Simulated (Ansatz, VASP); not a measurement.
# In3S2: VASP beside Ansatz

```
In S
1.0
     5.45595    0.00000    0.00000
    -2.72798    4.72499    0.00000
     0.00000    0.00000   10.72083
In S
6 4
Cartesian
  0.0000 3.1500 8.1432
  0.0000 3.1500 2.5776
  2.7280 1.5750 2.5776
  2.7280 1.5750 8.1432
  0.0000 0.0000 7.8758
  0.0000 0.0000 2.8451
  0.0000 0.0000 5.3604
  0.0000 3.1500 0.0000
  2.7280 1.5750 0.0000
  0.0000 0.0000 0.0000
```

Alike in both runs: functional PBE; k mesh 6 × 6 × 2; occupations gaussian, width 0.1 eV; no spin polarisation.

Ansatz relaxed the structure, and its values are those at the end. VASP's run is a single point on that final structure, the one shown.

|  | VASP | Ansatz |
| --- | --- | --- |
| version | VASP 6.6.1 | Ansatz 0.2.0 |
| potentials or method | VASP PAW PBE potentials, release 64 (In_d, S), cutoff 520 eV | scalar-relativistic, plane waves, PAW |
| valence electrons in the cell | 102 | 102 |

Ansatz gave:

| Property | Result |
| --- | --- |
| gap on the k mesh at the Fermi level (eV) | none |
| pressure (GPa) | 0.0 |
| rms of the force components (eV/Å) | 0.007 |

Q: Estimate VASP's values.

A: gap on the k mesh at the Fermi level (eV): none; pressure (GPa): 0.0; rms of the force components (eV/Å): 0.008.

A gap of «none» marks a metal or a gap that the smearing closes.
